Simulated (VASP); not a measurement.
# AlN (ldaat) (P6_3mc) in VASP: further runs, part 2 of 2

VASP 6.6.1.

**3. Single point, LDA**

Input file INCAR:

```
SYSTEM = AlN
PREC = Accurate
ENCUT = 520
EDIFF = 1E-7
ISMEAR = 0
SIGMA = 0.01
LREAL = .FALSE.
LASPH = .TRUE.
NELM = 100
ALGO = Normal
ISIF = 2
LWAVE = .FALSE.
LCHARG = .FALSE.
NBANDS = 16
```

Input file KPOINTS:

```
regular mesh
0
G
  9 9 6
  0 0 0
```

Input file POSCAR:

```
AlN
1.0
    3.1135756528      0.0000000000      0.0000000000
   -1.5567878264      2.6964356119      0.0000000000
    0.0000000000      0.0000000000      4.9831268775
Al N
2 2
Direct
    0.3333333333      0.6666666667     -0.0442515433
    0.6666666667      0.3333333333      0.4557484567
    0.3333333333      0.6666666667      0.4262515433
    0.6666666667      0.3333333333      0.9262515433
```

Potentials or basis: VASP PAW LDA potentials, release 64 (Al, N).

Run with:

```console
> cat potpaw_LDA.64/Al/POTCAR potpaw_LDA.64/N/POTCAR > POTCAR
> mpirun -np 1 vasp_std > vasp.out
```

OUTCAR:

```text
SYSTEM = AlN
   PREC = Accurate
   ENCUT = 520
   EDIFF = 1E-7
   ISMEAR = 0
   LREAL = .FALSE.
   LASPH = .TRUE.
   NELM = 100
   ISIF = 2

 ion  position               nearest neighbor table
   1  0.333  0.667  0.956-   4 1.80   4 1.80   4 1.80   3 2.34   2 3.07   2 3.07   2 3.07   2 3.07
                             2 3.07   2 3.07
   2  0.667  0.333  0.456-   3 1.80   3 1.80   3 1.80   4 2.34   1 3.07   1 3.07   1 3.07   1 3.07
                             1 3.07   1 3.07
   3  0.333  0.667  0.426-   2 1.80   2 1.80   2 1.80   1 2.34
   4  0.667  0.333  0.926-   1 1.80   1 1.80   1 1.80   2 2.34

  LATTYP: Found a hexagonal cell.
 ALAT       =     3.1135756528
 C/A-ratio  =     1.6004515172

  Lattice vectors:

 A1 = (   3.1135756528,   0.0000000000,   0.0000000000)
 A2 = (  -1.5567878264,   2.6964356119,   0.0000000000)
 A3 = (   0.0000000000,   0.0000000000,   4.9831268775)

Analysis of symmetry for initial positions (statically):
=====================================================================
 Subroutine PRICEL returns:
 Original cell was already a primitive cell.

 Routine SETGRP: Setting up the symmetry group for a
 hexagonal supercell.

 Subroutine GETGRP returns: Found 12 space group operations
 (whereof  6 operations were pure point group operations)
 out of a pool of 24 trial point group operations.

The static configuration has the point symmetry C_3v.
 The point group associated with its full space group is C_6v.

Analysis of symmetry for dynamics (positions and initial velocities):
=====================================================================
 Subroutine PRICEL returns:
 Original cell was already a primitive cell.

 Routine SETGRP: Setting up the symmetry group for a
 hexagonal supercell.

 Subroutine GETGRP returns: Found 12 space group operations
 (whereof  6 operations were pure point group operations)
 out of a pool of 24 trial point group operations.

The dynamic configuration has the point symmetry C_3v.
 The point group associated with its full space group is C_6v.

[... 119 lines left out ...]
   IALGO  =     38    algorithm
   IMIX   =      4    mixing-type and parameters
     AMIX     =   0.40;   BMIX     =  1.00
     AMIX_MAG =   1.60;   BMIX_MAG =  1.00
  volume/ion in A,a.u.               =      10.46        70.58
  Fermi-wavevector in a.u.,A,eV,Ry     =   1.188313  2.245587 19.212636  1.412089
  Thomas-Fermi vector in A             =   2.324446
   LORBIT       =      0    0 simple, 1 ext, 2 COOP (PROOUT), +10 PAW based schemes
   GGA     = CA    functional components
   LHFCALC =     F    Hartree Fock is set to
   AEXX    =    0.0000 exact exchange contribution
   IVDW    =     0    specifies the selected vdW correction
   LEPSILON=     F    determine dielectric tensor
   LRPA    =     F    only Hartree local field effects (RPA)
 non-spin polarized calculation
 Gauss-broadening in eV      SIGMA  =   0.01
  energy-cutoff  :      520.00
  volume of cell :       41.84
 maximum number of plane-waves:      1152
 NGX is ok and might be reduce to    24
   NGX = 11   NGY = 11   NGZ = 19

 number of electron      16.0000003 magnetization

 Free energy of the ion-electron system (eV)
  ---------------------------------------------------
  ext. energy  EPLUGINS =         0.00000000
  ---------------------------------------------------
  free energy    TOTEN  =       -31.91163387 eV

  energy without entropy =      -31.91163387  energy(sigma->0) =      -31.91163387

 E-fermi :   7.0180     XC(G=0): -11.2282

 val. band max:        6.9772300664   @ k =   0.0000   0.0000   0.0000
 cond. band min:       9.8615617677   @ k =   0.0000   0.0000   0.0000
 fundamental gap:      2.8843317013
 Fermi energy:         7.0180257243

 k-point     1 :       0.0000    0.0000    0.0000
  band No.  band energies     occupation
      1      -9.1862      2.00000
      2      -7.0458      2.00000
      3       0.2226      2.00000
      4       4.5108      2.00000
      5       4.5108      2.00000
      6       5.1547      2.00000
[... 433 lines left out ...]
      3       0.8952      2.00000
      4       1.5641      2.00000
      5       1.5641      2.00000
      6       2.7718      2.00000
[... 8 lines left out ...]
     15      17.6054      0.00000
     16      20.9566      0.00000

 [... further k-points ...]
[... 5 lines left out ...]
  --------------------------------------------------------------------------------------
  -------------------------------------------------------------------------------------
  Total        3.1295375      3.1295375     -3.8387970      0.0000000      0.0000000      0.0000000
  in kB      119.8503543    119.8503543   -147.0125143      0.0000000      0.0000000      0.0000000
  external PRESSURE =      30.8960648 kB  Pullay stress =       0.0000000 kB

 VOLUME and BASIS-vectors are now :
 -----------------------------------------------------------------------------
  energy-cutoff  :      520.00
  volume of cell :       41.84
      direct lattice vectors                 reciprocal lattice vectors
     3.113575653  0.000000000  0.000000000     0.321174146  0.185429979  0.000000000
    -1.556787826  2.696435612  0.000000000     0.000000000  0.370859959  0.000000000
     0.000000000  0.000000000  4.983126878     0.000000000  0.000000000  0.200677210

 POSITION                                       TOTAL-FORCE (eV/Angst)
 -----------------------------------------------------------------------------------
     -0.00000      1.79762      4.76262        -0.000000      0.000000      0.826741
      1.55679      0.89881      2.27105         0.000000     -0.000000      0.826741
     -0.00000      1.79762      2.12407         0.000000     -0.000000     -0.826741
      1.55679      0.89881      4.61563        -0.000000     -0.000000     -0.826741
 -----------------------------------------------------------------------------------
    total drift:                               -0.000000     -0.000000     -0.000333

  FREE ENERGIE OF THE ION-ELECTRON SYSTEM (eV)
  ---------------------------------------------------
  free  energy   TOTEN  =       -31.9116338747 eV

  energy  without entropy=      -31.9116338747  energy(sigma->0) =      -31.91163387
```

Run time: 11 s. Hardware: 1 thread of Intel Xeon Platinum 8488C (Sapphire Rapids), shared host; peak memory 0.15 GiB.

Results:

```yaml
Free_energy: -31.9116 eV
Pressure: 3.1 GPa
Largest_force: 0.827 eV/Å
Band_gap_on_the_k_mesh: 2.88 eV, direct
```

Forces on the atoms (eV/Å):
```
Al   0.000  0.000  0.827
Al   0.000  0.000  0.827
N    0.000  0.000 -0.827
N    0.000  0.000 -0.827
```

Levels at points of the mesh, in eV from the valence-band top:
| k point | band 4 | band 5 | band 6 | band 7 | band 8 | band 9 | band 10 | band 11 | band 12 | band 13 |
| --- | --- | --- | --- | --- | --- | --- | --- | --- | --- | --- |
| (0.00, 0.00, 0.00) | -2.47 | -2.47 | -1.82 | -1.82 | 0.00 | 2.88 | 5.61 | 9.71 | 9.71 | 9.77 |
| (0.00, 0.00, 0.50) | -3.94 | -2.15 | -2.15 | -2.15 | -2.15 | 5.61 | 5.61 | 8.96 | 8.96 | 10.06 |

Expect the measured gap to be larger: semilocal functionals such as LDA lack the derivative discontinuity.
